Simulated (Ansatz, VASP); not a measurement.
## Two plane-wave programs on Y

INCAR

```
PREC = Accurate
ENCUT = 520
EDIFF = 1E-6
ISMEAR = 0
SIGMA = 0.15
LREAL = False
LASPH = True
NELM = 80
ALGO = Normal
ISIF = 2
LWAVE = False
LCHARG = False
GGA = PS
NBANDS = 12
```

The input KPOINTS:

```
regular mesh
0
Gamma
  16 16 16
```

POSCAR

```
Y
1.0
    0.0000000000      2.3856000000      2.4850000000
    2.3856000000      0.0000000000      2.4850000000
    2.3856000000      2.3856000000      0.0000000000
Y
1
Direct
    0.0000000000      0.0000000000      0.0000000000
```

Input for Ansatz:

```yaml
crystal:
  lattice:
    - [0.0, 2.3856, 2.485]
    - [2.3856, 0.0, 2.485]
    - [2.3856, 2.3856, 0.0]
  atoms:
    - { symbol: "Y", position: [0.0, 0.0, 0.0] }
basis:
  ecutwfc: 420
kpoints:
  mp_grid: { grid: [16, 16, 16] }
hamiltonian:
  xc: pbesol
scf:
  occupations: { method: gaussian, width: 0.15 }
output:
  forces: true
  stress: true
  eigenvalues: true
```

Change from the starting cell: strain -0.040 along x and y, +0.000 along z, atoms carried along.

Alike in both runs: task single point; functional PBEsol; k mesh 16 × 16 × 16; occupations gaussian, width 0.15 eV; no spin polarisation.

|  | VASP | Ansatz |
| --- | --- | --- |
| version | VASP 6.6.1 | Ansatz 0.2.0 |
| potentials or method | VASP PAW PBE potentials, release 64 (Y_sv), cutoff 520 eV | scalar-relativistic, plane waves, PAW |
| valence electrons in the cell | 11 | 11 |

```csv
,VASP,Ansatz,Ansatz less VASP
gap on the k mesh at the Fermi level (eV),none,none,-
pressure (GPa),4.0,4.1,+0.19
"traceless stress, the component that is largest in VASP (GPa)",-0.95,-0.93,+0.013
```

VASP's potentials were made for PBE, not for PBEsol. A gap of «none» marks a metal or a gap that the smearing closes.
